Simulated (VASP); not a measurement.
Input of a VASP 6.6.1 run:

Contents of POSCAR:

```
NbAs
1.0
    0.0000000000      2.6402434826      2.6402434826
    2.6402434826      0.0000000000      2.6402434826
    2.6402434826      2.6402434826      0.0000000000
Nb As
1 1
Direct
    0.5000000000      0.5000000000      0.5000000000
    0.0000000000      0.0000000000      0.0000000000
```

The input INCAR.step1:

```
SYSTEM = NbAs
  PREC = Accurate
  ENCUT = 520
  ISMEAR = 0
  SIGMA = 0.05
  LREAL = .False.
  LASPH = .True.
  NELM = 80
  NBANDS = 16
  GGA = PE
  ALGO = Normal
  EDIFF = 1E-4
  LWAVE = .True.
  LCHARG = .False.
```

The input INCAR.step2:

```
SYSTEM = NbAs
  PREC = Accurate
  ENCUT = 520
  EDIFF = 1E-6
  ISMEAR = 0
  SIGMA = 0.05
  LREAL = .False.
  LASPH = .True.
  NELM = 80
  ALGO = Normal
  ISIF = 2
  LWAVE = .False.
  LCHARG = .False.
  METAGGA = R2SCAN
  LMIXTAU = .True.
  NBANDS = 16
  ISTART = 1
```

The input KPOINTS:

```
Automatic mesh
0
Gamma
  12 12 12
  0 0 0
```

Potentials or basis: VASP PAW PBE potentials, release 64 (Nb_sv, As).

Run with:

```bash
$ cat potpaw_PBE.64/Nb_sv/POTCAR potpaw_PBE.64/As/POTCAR > POTCAR
$ cp INCAR.step1 INCAR
$ mpirun -np 1 vasp_std > vasp.out
$ cp INCAR.step2 INCAR
$ mpirun -np 1 vasp_std > vasp.out
```

**Question.** Predict the band gap on the k mesh.

**Answer.** Zero (band 9 reaches 10.36 eV, above the bottom of band 10 at 8.39 eV).

**Question.** What does it give for the pressure?

**Answer.** -1.9 GPa.

Caveat: the PAW data sets were made with another functional, which shifts forces and pressure a little.
